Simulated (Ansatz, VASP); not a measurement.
**Two plane-wave programs on La2SiF2**

The input INCAR:

```
PREC = Accurate ; ENCUT = 600
EDIFF = 1E-6 ; ISMEAR = 0
SIGMA = 0.1 ; LREAL = False
LASPH = True ; NELM = 80
ALGO = Normal ; ISIF = 3
LWAVE = False ; LCHARG = False
GGA = PE ; IBRION = 2
NSW = 100 ; EDIFFG = -0.01
```

The input KPOINTS:

```
Automatic mesh
0
Gamma
  6 6 8
```

File POSCAR:

```
La2SiF2
1.0
    6.0609544552      0.0000000000      0.0000000000
    0.0000000000      6.0609544552      0.0000000000
    0.0000000000      0.0000000000      4.6084129648
La Si F
2 1 2
Direct
    0.5000000000      0.0000000000      0.5000000000
    0.0000000000      0.5000000000      0.5000000000
    0.0000000000      0.0000000000      0.5000000000
    0.5000000000      0.0000000000      0.0000000000
    0.0000000000      0.5000000000      0.0000000000
```

Input for Ansatz:

```yaml
crystal:
  lattice:
    - [6.0609544552, 0.0, 0.0]
    - [0.0, 6.0609544552, 0.0]
    - [0.0, 0.0, 4.6084129648]
  atoms:
    - { symbol: La, position: [0.5, 0.0, 0.5] }
    - { symbol: La, position: [0.0, 0.5, 0.5] }
    - { symbol: Si, position: [0.0, 0.0, 0.5] }
    - { symbol: F, position: [0.5, 0.0, 0.0] }
    - { symbol: F, position: [0.0, 0.5, 0.0] }
basis:
  ecutwfc: 420
kpoints:
  mp_grid: { grid: [6, 6, 8] }
hamiltonian:
  xc: pbe
scf:
  occupations: { method: gaussian, width: 0.1 }
output:
  forces: true
  stress: true
  eigenvalues: true
relax:
  adjacent_minimum: "off"
  f_tol: 0.01
  max_steps: 80
  cell: { stress_tol: 0.05 }
```

Alike in both runs: task relaxation of cell and atoms; functional PBE; k mesh 6 × 6 × 8; occupations gaussian, width 0.1 eV; no spin polarisation.

|  | VASP | Ansatz |
| --- | --- | --- |
| version | VASP 6.6.1 | Ansatz 0.2.0 |
| potentials or method | VASP PAW PBE potentials, release 64 (La, Si, F), cutoff 600 eV | scalar-relativistic, plane waves, PAW |
| valence electrons in the cell | 40 | 40 |

|  | VASP | Ansatz | Ansatz less VASP |
| --- | --- | --- | --- |
| gap on the k mesh at the Fermi level, each at its own relaxed structure (eV) | none | none | - |
| relaxed volume (Å³/atom) | 34.06 | 34.21 | +0.154 |
| relaxed cell length with the largest relative difference (Å) | 6.088 | 6.099 | +0.0105 |

A gap of «none» marks a metal or a gap that the smearing closes.

Spin-orbit coupling is off throughout.
